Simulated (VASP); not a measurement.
# CO in VASP: a series of runs, part 2 of 2

VASP 6.6.1. The steps go on from the part before.

## 4. Single point, PBEsol

Contents of INCAR:

```
PREC = Accurate
ENCUT = 1000
EDIFF = 1E-6
ISMEAR = -1
SIGMA = 0.02
LREAL = Auto
LASPH = T
NELM = 120
ALGO = Normal
ISIF = 2
LWAVE = F
LCHARG = F
GGA = PS
NBANDS = 54
GGA_COMPAT = F
```

Contents of KPOINTS:

```
Automatic mesh
0
Gamma
  1 1 1
```

Contents of POSCAR:

```
CO
1.0
    7.7417530000      0.0000000000      0.0000000000
    0.0000000000      7.7417530000      0.0000000000
    0.0000000000      0.0000000000      7.7417530000
O C
8 8
Direct
    0.7857006030      0.3587559562      0.8247873576
    0.1508831398      0.8280295173      0.2912906160
    0.5333934059      0.8427031965      0.6232696910
    0.0185616875      1.0524489738      0.7659763880
    0.2897793303      0.4416829108      0.6841602929
    0.8553618283      0.3451802195      0.2412115189
    0.3491586466      0.1003131978      0.1184357083
    0.4531402642      0.5808245239      0.1372686522
    0.8934539761      0.4407916398      0.8723605623
    0.0260793647      0.8063290058      0.3547516951
    0.4940612288      0.9747275585      0.6714241594
    0.1345560883      1.0657792880      0.6764746951
    0.1568507804      0.4742724290      0.6372975216
    0.7448958912      0.2960957292      0.3324570030
    0.3606935018      0.2275195295      0.1892465440
    0.3410855397      0.5534405451      0.2242773697
```

Potentials or basis: VASP PAW PBE potentials, release 64 (O_h, C_h).

Started as:

```bash
> cat potpaw_PBE.64/O_h/POTCAR potpaw_PBE.64/C_h/POTCAR > POTCAR
> mpirun -np 1 vasp_gam > vasp.out
```

OUTCAR:

```text
PREC = Accurate
   ENCUT = 1000
   EDIFF = 1E-6
   ISMEAR = -1
   LREAL = Auto
   LASPH = T
   NELM = 120
   ISIF = 2
   GGA = PS

 ion  position               nearest neighbor table
   1  0.786  0.359  0.825-   9 1.11
   2  0.151  0.828  0.291-  10 1.10
   3  0.533  0.843  0.623-  11 1.13
   4  0.019  0.052  0.766-  12 1.14
   5  0.290  0.442  0.684-  13 1.12
   6  0.855  0.345  0.241-  14 1.17
[... 8 lines left out ...]
  15  0.361  0.228  0.189-   7 1.13
  16  0.341  0.553  0.224-   8 1.12

  LATTYP: Found a simple cubic cell.
 ALAT       =     7.7417530000

  Lattice vectors:

 A1 = (   7.7417530000,   0.0000000000,   0.0000000000)
 A2 = (   0.0000000000,   7.7417530000,   0.0000000000)
 A3 = (   0.0000000000,   0.0000000000,   7.7417530000)

Analysis of symmetry for initial positions (statically):
=====================================================================
 Subroutine PRICEL returns:
 Original cell was already a primitive cell.

 Routine SETGRP: Setting up the symmetry group for a
 simple cubic supercell.

[... 175 lines left out ...]
 Fermi energy:        -4.3808865400

 k-point     1 :       0.0000    0.0000    0.0000
  band No.  band energies     occupation
      1     -26.7614      2.00000
      2     -26.4245      2.00000
      3     -26.3697      2.00000
      4     -26.3455      2.00000
      5     -26.2796      2.00000
      6     -26.1410      2.00000
[... 44 lines left out ...]
     51       1.3263      0.00000
     52       1.4577      0.00000
 [bands above 52 left out]

------------------------ aborting loop because EDIFF is reached ----------------------------------------

  FORCE on cell =-STRESS in cart. coord.  units (eV):
  Direction    XX          YY          ZZ          XY          YZ          ZX
  --------------------------------------------------------------------------------------
  -------------------------------------------------------------------------------------
  Total        7.8616302      4.8345600      1.6867354      0.5054587      1.2484540     -0.1495577
  in kB       27.1459634     16.6935846      5.8242445      1.7453332      4.3108726     -0.5164180
  external PRESSURE =      16.5545975 kB  Pullay stress =       0.0000000 kB

 VOLUME and BASIS-vectors are now :
 -----------------------------------------------------------------------------
  energy-cutoff  :     1000.00
  volume of cell :      464.00
      direct lattice vectors                 reciprocal lattice vectors
     7.741753000  0.000000000  0.000000000     0.129169711  0.000000000  0.000000000
     0.000000000  7.741753000  0.000000000     0.000000000  0.129169711  0.000000000
     0.000000000  0.000000000  7.741753000     0.000000000  0.000000000  0.129169711

 POSITION                                       TOTAL-FORCE (eV/Angst)
 -----------------------------------------------------------------------------------
      6.08270      2.77740      6.38530        -2.264568     -1.629035     -0.975486
      1.16810      6.41040      2.25510         4.152696      0.922059     -2.164411
      4.12940      6.52400      4.82520         0.122627     -0.590438     -0.257067
      0.14370      0.40605      5.93000         0.453910     -0.010047     -0.181879
      2.24340      3.41940      5.29660         1.689572     -0.324878      0.632532
      6.62200      2.67230      1.86740        -2.813922     -1.268531      2.386913
[... 8 lines left out ...]
      2.79240      1.76140      1.46510         0.091020     -0.314875      0.299387
      2.64060      4.28460      1.73630        -1.643555     -0.265503      1.351384
 -----------------------------------------------------------------------------------
    total drift:                                0.001792     -0.002888     -0.000133

  FREE ENERGIE OF THE ION-ELECTRON SYSTEM (eV)
  ---------------------------------------------------
  free  energy   TOTEN  =      -122.0139167262 eV

  energy  without entropy=     -122.0139167262  energy(sigma->0) =     -122.01391673
```

OSZICAR:

```text
N       E                     dE             d eps       ncg     rms          rms(c)
DAV:   1     0.108573947916E+04    0.10857E+04   -0.53368E+04   108   0.216E+03
DAV:   2     0.117598272276E+03   -0.96814E+03   -0.92838E+03   168   0.352E+02
DAV:   3    -0.117802773675E+03   -0.23540E+03   -0.23231E+03   136   0.189E+02
DAV:   4    -0.128511253486E+03   -0.10708E+02   -0.10607E+02   144   0.443E+01
DAV:   5    -0.128736602648E+03   -0.22535E+00   -0.22493E+00   154   0.619E+00    0.181E+01
DAV:   6    -0.123271264729E+03    0.54653E+01   -0.13197E+01   136   0.172E+01    0.909E+00
DAV:   7    -0.122260091877E+03    0.10112E+01   -0.14289E+00   136   0.680E+00    0.456E+00
DAV:   8    -0.122015447649E+03    0.24464E+00   -0.11390E+00   136   0.447E+00    0.958E-01
DAV:   9    -0.122011687260E+03    0.37604E-02   -0.96482E-02   144   0.161E+00    0.509E-01
DAV:  10    -0.122013028137E+03   -0.13409E-02   -0.11140E-02   136   0.566E-01    0.159E-01
DAV:  11    -0.122013610289E+03   -0.58215E-03   -0.19953E-03   160   0.223E-01    0.697E-02
DAV:  12    -0.122013922921E+03   -0.31263E-03   -0.35531E-04   144   0.121E-01    0.362E-02
DAV:  13    -0.122013942183E+03   -0.19262E-04   -0.18431E-04   152   0.766E-02    0.175E-02
DAV:  14    -0.122013924759E+03    0.17424E-04   -0.29882E-05   136   0.327E-02    0.992E-03
DAV:  15    -0.122013916765E+03    0.79939E-05   -0.12348E-05   144   0.222E-02    0.481E-03
DAV:  16    -0.122013916726E+03    0.39054E-07   -0.44431E-06   128   0.119E-02
   1 F= -.12201392E+03 E0= -.12201392E+03  d E =-.276910E-11
```

stdout:

```text
POSCAR found type information on POSCAR O C
 POSCAR found :  2 types and      16 ions
 scaLAPACK will be used
 -----------------------------------------------------------------------------
|                                                                             |
|                                                                             |
|     You enforced a specific xc type in the INCAR file but a different       |
|     I HOPE YOU KNOW WHAT YOU ARE DOING!                                     |
|                                                                             |
 -----------------------------------------------------------------------------

 LDA part: xc-table for (Slater+PW92), standard interpolation
 POSCAR, INCAR and KPOINTS ok, starting setup
 FFT: planning ... GRIDC
 FFT: planning ... GRID_SOFT
 FFT: planning ... GRID
 WAVECAR not read
 entering main loop
```

It took 60 s on 1 thread of Intel Xeon 6975P-C (Granite Rapids), shared host; peak memory 0.89 GiB.

What came out:

* Free energy: -122.0139 eV
* Pressure: 1.7 GPa
* Largest force: 4.985 eV/Å

Forces in eV/Å, atoms in the order of the input:
```
O   -2.265 -1.629 -0.975
O    4.153  0.922 -2.164
O    0.123 -0.590 -0.257
O    0.454 -0.010 -0.182
O    1.690 -0.325  0.633
O   -2.814 -1.269  2.387
O   -0.062 -0.348 -0.324
O    1.848  0.698 -1.435
C    2.121  1.714  1.013
C   -4.405 -0.695  2.228
C    0.056  0.572  0.302
C   -0.637 -0.109  0.150
C   -1.538  0.417 -0.735
C    2.829  1.232 -2.291
C    0.091 -0.315  0.299
C   -1.644 -0.266  1.351
```

Levels at points of the mesh, in eV from the Fermi level:
| k point | band 37 | band 38 | band 39 | band 40 | band 41 | band 42 | band 43 | band 44 |
| --- | --- | --- | --- | --- | --- | --- | --- | --- |
| (0.00, 0.00, 0.00) | -1.51 | -1.01 | -0.91 | -0.53 | 4.51 | 4.69 | 4.84 | 4.97 |

Caveat: the k points lie up to 0.81 Å⁻¹ apart, too coarse for converged energies, forces and pressures; the PAW data sets were made with another functional, which shifts forces and pressure a little.

## 5. Single point, PBEsol

Contents of INCAR:

```
PREC = Accurate ; ENCUT = 1000
EDIFF = 1E-6 ; ISMEAR = -1
SIGMA = 0.02 ; LREAL = Auto
LASPH = True ; NELM = 120
ALGO = Normal ; ISIF = 2
LWAVE = False ; LCHARG = True
GGA = PS ; LELF = True
LVHAR = True ; NBANDS = 54
GGA_COMPAT = False
```

KPOINTS is that of step 4.

Contents of POSCAR:

```
CO
1.0
    7.7417530000      0.0000000000      0.0000000000
    0.0000000000      7.7417530000      0.0000000000
    0.0000000000      0.0000000000      7.7417530000
O C
8 8
Direct
    0.7508649767      0.4437947792      0.8253602226
    0.1325768194      0.7869985255      0.3275366068
    0.5821112195      0.8616829086      0.5995356007
   -0.0269611129      0.9834829732      0.8101382821
    0.3419715681      0.4286010924      0.7261976088
    0.9107201513      0.3381309183      0.2661407211
    0.3219421501      0.0507993662      0.0723967588
    0.4576107442      0.5842253632      0.1303604192
    0.8472702778      0.5420886796      0.8750254057
   -0.0108597520      0.8121226373      0.3124659704
    0.4582289663      0.9236082851      0.6462221283
   -0.0057693222      1.0556257915      0.6845970306
    0.2192692642      0.4445867532      0.6481667130
    0.8390313695      0.4057175666      0.3745527035
    0.4579410434      0.1035496572      0.0618015146
    0.4306096365      0.4822396027      0.2317470139
```

Started as:

```bash
> cat potpaw_PBE.64/O_h/POTCAR potpaw_PBE.64/C_h/POTCAR > POTCAR
> mpirun -np 1 vasp_gam > vasp.out
```

Wall time 2.9 min (1 thread of Intel Xeon Platinum 8488C (Sapphire Rapids), shared host); peak memory 0.9 GiB.

Results (log left out):

| Property | Result |
| --- | --- |
| Free energy | -122.7017 eV |
| Pressure | 0.2 GPa |
| Largest force | 0.262 eV/Å |

Forces on the atoms (eV/Å):
```
O   -0.056 -0.053 -0.028
O    0.120 -0.022  0.018
O    0.218 -0.113 -0.090
O   -0.021 -0.050  0.101
O    0.171 -0.035  0.121
O    0.028 -0.030 -0.034
O   -0.188 -0.078  0.022
O    0.035  0.118 -0.103
C    0.076  0.039  0.018
C   -0.140  0.026 -0.015
C   -0.221  0.115  0.081
C    0.015  0.062 -0.093
C   -0.182  0.042 -0.127
C   -0.021  0.004  0.035
C    0.194  0.079 -0.014
C   -0.026 -0.103  0.109
```

Stress tensor (GPa, compression positive):
```
 0.33  0.01 -0.03
 0.01  0.13 -0.03
-0.03 -0.03  0.16
```

Levels at points of the mesh, in eV from the Fermi level:
```
           k point  band 38  band 39  band 40  band 41  band 42  band 43
(0.00, 0.00, 0.00)    -0.70    -0.57    -0.56     5.51     5.63     5.71
```

Caveat: the k points lie up to 0.81 Å⁻¹ apart, too coarse for converged energies, forces and pressures; the PAW data sets were made with another functional, which shifts forces and pressure a little.

## 6. Summary

| cell | pressure (GPa) | largest force (eV/Å) |
| --- | --- | --- |
| as given, atomic positions A | 0.7 | 2.47 |
| as given, atomic positions B | 1.0 | 5.84 |
| as given, atomic positions C | 1.7 | 4.98 |
| as given, atomic positions D | 0.2 | 0.26 |

Alike in all rows: task single point; level PBEsol; potentials or basis VASP PAW PBE potentials, release 64 (O_h, C_h); no spin polarisation; k mesh 1 × 1 × 1; cutoff (eV) 1000; smearing fermi-dirac 0.02 eV.

Caveats: all runs use coarse meshes; the PAW data sets were made with another functional, which shifts forces and pressure a little.

Absolute energies hang on the potentials; compare differences alone.
